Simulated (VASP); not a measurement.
# Al12N in VASP: relaxation of the atoms with PBE

Aim: the relaxation of the atoms of Al12N with PBE.

Everything below comes from runs of VASP 6.6.1. Logs are shortened: lines on timing, memory, paths and dates and some standing lists are left out, and cuts for length are marked.

## 1. The cell of the first run

The cell holds a slab with vacuum, 13 atoms: a = 5.714 Å, b = 5.714 Å, c = 20.102 Å, α = 90.00°, β = 90.00°, γ = 120.00°.

## 2. Relaxation of the atoms, PBE

Input file INCAR:

```
SYSTEM = Al12N
ALGO     = Normal         ! electronic algorithm
DIPOL    = 0.5 0.5 0.330
EDIFF    = 1E-6           ! SCF threshold, eV
EDIFFG   = -0.025         ! ionic threshold
ENCUT    = 520            ! plane-wave cutoff, eV
GGA      = PE             ! functional
IBRION   = 2              ! ionic algorithm
IDIPOL   = 3            
ISIF     = 2              ! what is computed and relaxed
ISMEAR   = 0              ! smearing method
LASPH    = .True.         ! aspherical terms in the spheres
LCHARG   = .False.        ! write CHGCAR
LDIPOL   = .True.       
LREAL    = .False.        ! projectors in reciprocal space
LWAVE    = .False.        ! write WAVECAR
NELM     = 100            ! most SCF steps
NSW      = 36             ! ionic steps
PREC     = Accurate       ! precision mode
SIGMA    = 0.1            ! smearing width, eV
```

Input file KPOINTS:

```
k-points
0
Gamma
  6 6 1
  0 0 0
```

Input file POSCAR:

```
Al12N
1.0
    5.7143028096      0.0000000000      0.0000000000
   -2.8571514048      4.9487313980      0.0000000000
    0.0000000000      0.0000000000     20.1016425062
Al N
12 1
Selective dynamics
Direct
    0.3333333333      0.1666666667      0.1989887144  F F F
    0.3333333333      0.6666666667      0.1989887144  F F F
    0.8333333333      0.1666666667      0.1989887144  F F F
    0.8333333333      0.6666666667      0.1989887144  F F F
    0.1666666667      0.3333333333      0.3134533093  F F F
    0.1666666667      0.8333333333      0.3134533093  F F F
    0.6666666667      0.3333333333      0.3134533093  F F F
    0.6666666667      0.8333333333      0.3134533093  F F F
    0.0000000000      0.0000000000      0.4279074460  F F F
    0.0000000000      0.5000000000      0.4279074460  F F F
    0.5000000000      0.0000000000      0.4279074460  F F F
    0.5000000000      0.5000000000      0.4279074460  F F F
    0.0000000000      0.0000000000      0.5234220290  F F T
```

Potentials or basis: VASP PAW PBE potentials, release 64 (Al, N).

Launch:

```sh
cat potpaw_PBE.64/Al/POTCAR potpaw_PBE.64/N/POTCAR > POTCAR
mpirun -np 1 vasp_std > vasp.out
```

OUTCAR:

```text
SYSTEM = Al12N
   EDIFF = 1E-6
   EDIFFG = -0.025
   ENCUT = 520
   GGA = PE
   IBRION = 2
   ISIF = 2
   ISMEAR = 0
   LASPH = .True.
   LREAL = .False.
   NELM = 100
   NSW = 36
   PREC = Accurate

 ion  position               nearest neighbor table
   1  0.333  0.167  0.199-   5 2.83   6 2.83   7 2.83   4 2.86   2 2.86   2 2.86   4 2.86   3 2.86
                             3 2.86
   2  0.333  0.667  0.199-   6 2.83   5 2.83   8 2.83   3 2.86   1 2.86   1 2.86   3 2.86   4 2.86
                             4 2.86
   3  0.833  0.167  0.199-   7 2.83   8 2.83   5 2.83   4 2.86   2 2.86   4 2.86   2 2.86   1 2.86
                             1 2.86
   4  0.833  0.667  0.199-   8 2.83   7 2.83   6 2.83   3 2.86   1 2.86   3 2.86   1 2.86   2 2.86
                             2 2.86
   5  0.167  0.333  0.313-   9 2.83  12 2.83  10 2.83   1 2.83   2 2.83   3 2.83   8 2.86   6 2.86
                             6 2.86   8 2.86   7 2.86   7 2.86
   6  0.167  0.833  0.313-  10 2.83  11 2.83   9 2.83   2 2.83   1 2.83   4 2.83   7 2.86   5 2.86
                             5 2.86   7 2.86   8 2.86   8 2.86
   7  0.667  0.333  0.313-  11 2.83  10 2.83  12 2.83   3 2.83   4 2.83   1 2.83   8 2.86   6 2.86
                             8 2.86   6 2.86   5 2.86   5 2.86
   8  0.667  0.833  0.313-  12 2.83   9 2.83  11 2.83   4 2.83   3 2.83   2 2.83   7 2.86   5 2.86
                             7 2.86   5 2.86   6 2.86   6 2.86
   9  0.000  0.000  0.428-  13 1.92   5 2.83   8 2.83   6 2.83  12 2.86  10 2.86  10 2.86  12 2.86
                            11 2.86  11 2.86
  10  0.000  0.500  0.428-   6 2.83   7 2.83   5 2.83   9 2.86  11 2.86   9 2.86  11 2.86  12 2.86
                            12 2.86
  11  0.500  0.000  0.428-   7 2.83   6 2.83   8 2.83  10 2.86  12 2.86  12 2.86  10 2.86   9 2.86
                             9 2.86
  12  0.500  0.500  0.428-   8 2.83   5 2.83   7 2.83   9 2.86  11 2.86  11 2.86   9 2.86  10 2.86
                            10 2.86
  13  0.000  0.000  0.523-   9 1.92

  LATTYP: Found a hexagonal cell.
 ALAT       =     5.7143028096
 C/A-ratio  =     3.5177769145

  Lattice vectors:

 A1 = (   5.7143028096,   0.0000000000,   0.0000000000)
 A2 = (  -2.8571514048,   4.9487313980,   0.0000000000)
 A3 = (   0.0000000000,   0.0000000000,  20.1016425062)

Analysis of symmetry for initial positions (statically):
=====================================================================
 Subroutine PRICEL returns:
 Original cell was already a primitive cell.

 Routine SETGRP: Setting up the symmetry group for a
 hexagonal supercell.

 Subroutine GETGRP returns: Found  6 space group operations
 (whereof  6 operations were pure point group operations)
 out of a pool of 24 trial point group operations.
[... 164 lines left out ...]
 conjugate gradient relaxation of ions
 non-spin polarized calculation
 Gauss-broadening in eV      SIGMA  =   0.10
  energy-cutoff  :      520.00
  volume of cell :      568.45
 maximum number of plane-waves:     15351
   NGX = 21   NGY = 21   NGZ = 75

 dipolmoment           0.000000      0.000000     -0.094318 electrons x Angstroem

--------------------------------------- Ionic step        1  -------------------------------------------

 number of electron      41.0000000 magnetization

 Free energy of the ion-electron system (eV)
  ---------------------------------------------------
  ext. energy  EPLUGINS =         0.00000000
  ---------------------------------------------------
  free energy    TOTEN  =       -47.09906642 eV

  energy without entropy =      -47.06353441  energy(sigma->0) =      -47.08130042

------------------------ aborting loop because EDIFF is reached ----------------------------------------

  FORCE on cell =-STRESS in cart. coord.  units (eV):
  Direction    XX          YY          ZZ          XY          YZ          ZX
  --------------------------------------------------------------------------------------
  -------------------------------------------------------------------------------------
  Total       -3.8802380     -3.8802380     -3.6017193      0.0000000     -0.0000000      0.0000000
  in kB      -10.9365481    -10.9365481    -10.1515361      0.0000000     -0.0000000      0.0000000
  external PRESSURE =     -10.6748775 kB  Pullay stress =       0.0000000 kB
[... 122 lines left out ...]
  FREE ENERGIE OF THE ION-ELECTRON SYSTEM (eV)
  ---------------------------------------------------
  free  energy   TOTEN  =       -47.3391337983 eV

  energy  without entropy=      -47.3026582341  energy(sigma->0) =      -47.32089602

[... ionic steps 4 to 12 ...]

--------------------------------------- Ionic step       13  -------------------------------------------

 number of electron      41.0000001 magnetization

------------------------ aborting loop because EDIFF is reached ----------------------------------------
[... 89 lines left out ...]
--------------------------------------- Ionic step       15  -------------------------------------------

 number of electron      41.0000001 magnetization

 dipolmoment           0.000000      0.000000      0.379930 electrons x Angstroem

 Free energy of the ion-electron system (eV)
  ---------------------------------------------------
  ext. energy  EPLUGINS =         0.00000000
  ---------------------------------------------------
  free energy    TOTEN  =       -47.33917160 eV

  energy without entropy =      -47.30275001  energy(sigma->0) =      -47.32096081

 E-fermi :  -0.4024     XC(G=0):  -4.6040

 val. band max:       -0.4770913841   @ k =   0.1667   0.0000   0.0000
 cond. band min:      -0.3851379938   @ k =   0.3333   0.1667   0.0000
 fundamental gap:      0.0919533903
 Fermi energy:        -0.4023861280

 k-point     1 :       0.0000    0.0000    0.0000
  band No.  band energies     occupation
      1     -12.9202      2.00000
      2     -10.9472      2.00000
      3      -9.1226      2.00000
      4      -6.3179      2.00000
      5      -5.1426      2.00000
      6      -5.1426      2.00000
[... 199 lines left out ...]
     26       1.9394      0.00000
     27       2.1692      0.00000

------------------------ aborting loop because EDIFF is reached ----------------------------------------

 vacuum level on the upper side and lower side of the slab       (xc-potential included)         1.129        -1.236

  FORCE on cell =-STRESS in cart. coord.  units (eV):
  Direction    XX          YY          ZZ          XY          YZ          ZX
  --------------------------------------------------------------------------------------
  -------------------------------------------------------------------------------------
  Total       -3.9764788     -3.9764788      1.4542408      0.0000000      0.0000000      0.0000000
  in kB      -11.2078053    -11.2078053      4.0988142      0.0000000      0.0000000      0.0000000
  external PRESSURE =      -6.1055988 kB  Pullay stress =       0.0000000 kB
[... 28 lines left out ...]
  FREE ENERGIE OF THE ION-ELECTRON SYSTEM (eV)
  ---------------------------------------------------
  free  energy   TOTEN  =       -47.3391715978 eV

  energy  without entropy=      -47.3027500134  energy(sigma->0) =      -47.32096081

 reached required accuracy - stopping structural energy minimisation

 vacuum level on the upper side and lower side of the slab         5.935         3.502
```

OSZICAR:

```text
N       E                     dE             d eps       ncg     rms          rms(c)
DAV:   1     0.176631967223E+03    0.17663E+03   -0.12902E+04   378   0.108E+03
DAV:   2    -0.271419763344E+02   -0.20377E+03   -0.19977E+03   512   0.187E+02
DAV:   3    -0.495341506896E+02   -0.22392E+02   -0.21117E+02   604   0.507E+01
DAV:   4    -0.511500025760E+02   -0.16159E+01   -0.16010E+01   449   0.163E+01
[... 112 lines left out ...]
       N       E                     dE             d eps       ncg     rms          rms(c)
DAV:   1    -0.473391719951E+02   -0.98644E-05   -0.51794E-04   378   0.119E-01    0.925E-03
DAV:   2    -0.473391876376E+02   -0.15643E-04   -0.13793E-04   505   0.334E-02    0.305E-02
DAV:   3    -0.473391711991E+02    0.16439E-04   -0.10533E-04   510   0.293E-02    0.298E-03
DAV:   4    -0.473391715978E+02   -0.39876E-06   -0.46103E-06   380   0.104E-02
  15 F= -.47339172E+02 E0= -.47320961E+02  d E =-.217439E-04
```

CONTCAR:

```text
Al12N
   1.00000000000000
     5.7143028096000004    0.0000000000000000    0.0000000000000000
    -2.8571514048000002    4.9487313979999996    0.0000000000000000
     0.0000000000000000    0.0000000000000000   20.1016425062000010
  Al              N
    12     1
Selective dynamics
Direct
[... 16 lines left out ...]
  0.00000000E+00  0.00000000E+00  0.00000000E+00
  0.00000000E+00  0.00000000E+00  0.00000000E+00
  0.00000000E+00  0.00000000E+00  0.00000000E+00
  0.00000000E+00  0.00000000E+00  0.00000000E+00
  0.00000000E+00  0.00000000E+00  0.00000000E+00
  0.00000000E+00  0.00000000E+00  0.00000000E+00
  0.00000000E+00  0.00000000E+00  0.00000000E+00
  0.00000000E+00  0.00000000E+00  0.00000000E+00
  0.00000000E+00  0.00000000E+00  0.00000000E+00
  0.00000000E+00  0.00000000E+00  0.00000000E+00
  0.00000000E+00  0.00000000E+00  0.00000000E+00
```

It took 8.1 min on 1 thread of Intel Xeon 6975P-C (Granite Rapids), shared host; peak memory 0.67 GiB.

Results:

```
Free energy               : -47.3392 eV
Energy gained by relaxing : 18.5 meV/atom
Ionic steps               : 15
Band gap on the k mesh    : zero (an odd number of electrons rules out a gap without spin polarisation)
```

The path:
```tsv
step	energy change (eV)	largest force on free atoms (eV/Å)	pressure (GPa)
1	0.0000	2.6079	-1.07
2	-0.2262	0.7729	-0.74
3	-0.2401	0.0367	-0.60
4	-0.2401	0.0417	-0.61
5	-0.2401	0.0393	-0.62
6	-0.2401	0.0386	-0.61
7	-0.2401	0.0378	-0.61
8	-0.2401	0.0378	-0.61
9	-0.2401	0.0377	-0.61
10	-0.2401	0.0371	-0.61
11	-0.2401	0.0361	-0.61
12	-0.2401	0.0339	-0.62
13	-0.2401	0.0295	-0.62
14	-0.2401	0.0302	-0.61
15	-0.2401	0.0215	-0.61
```

Final structure:
```cif
data_structure
_symmetry_space_group_name_H-M 'P 1'
_symmetry_Int_Tables_number 1
_cell_length_a 5.7143
_cell_length_b 5.7143
_cell_length_c 20.1016
_cell_angle_alpha 90.000
_cell_angle_beta 90.000
_cell_angle_gamma 120.000
_cell_volume 568.45
loop_
_atom_site_label
_atom_site_type_symbol
_atom_site_fract_x
_atom_site_fract_y
_atom_site_fract_z
_atom_site_occupancy
Al1 Al 0.33333 0.16667 0.19899 1
Al2 Al 0.33333 0.66667 0.19899 1
Al3 Al 0.83333 0.16667 0.19899 1
Al4 Al 0.83333 0.66667 0.19899 1
Al5 Al 0.16667 0.33333 0.31345 1
Al6 Al 0.16667 0.83333 0.31345 1
Al7 Al 0.66667 0.33333 0.31345 1
Al8 Al 0.66667 0.83333 0.31345 1
Al9 Al 0.00000 0.00000 0.42791 1
Al10 Al 0.00000 0.50000 0.42791 1
Al11 Al 0.50000 0.00000 0.42791 1
Al12 Al 0.50000 0.50000 0.42791 1
N1 N 0.00000 0.00000 0.51547 1
```
